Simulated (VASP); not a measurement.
Here is a VASP 6.6.1 calculation.

INCAR

```
SYSTEM = Hf
  ALGO = Normal
  EDIFF = 1E-6
  ENCUT = 520
  ISIF = 2
  ISMEAR = -1
  LASPH = .True.
  LCHARG = .False.
  LREAL = .False.
  LWAVE = .False.
  NBANDS = 11
  NELM = 100
  PREC = Accurate
  SIGMA = 0.1
```

Contents of KPOINTS:

```
k-points
0
Gamma
  13 13 13
  0 0 0
```

The input POSCAR:

```
Hf
1.0
    2.8611281049      0.0000000000      0.0000000000
    0.0000000000      2.8611281049      0.0000000000
    0.0000000000      0.0000000000      2.8611281049
Hf
1
Direct
    0.0000000000      0.0000000000      0.0000000000
```

Potentials or basis: VASP PAW LDA potentials, release 64 (Hf_pv).

Command:

```bash
$ cat potpaw_LDA.64/Hf_pv/POTCAR > POTCAR
$ mpirun -np 1 vasp_std > vasp.out
```

Question: Predict the pressure.

Answer: -3.0 GPa.

Question: Estimate the band gap on the k mesh.

Answer: Zero (band 5 reaches 4.83 eV, above the bottom of band 6 at 2.45 eV).

Caveat: spin-orbit coupling is left out, which moves the levels of the heavy elements.
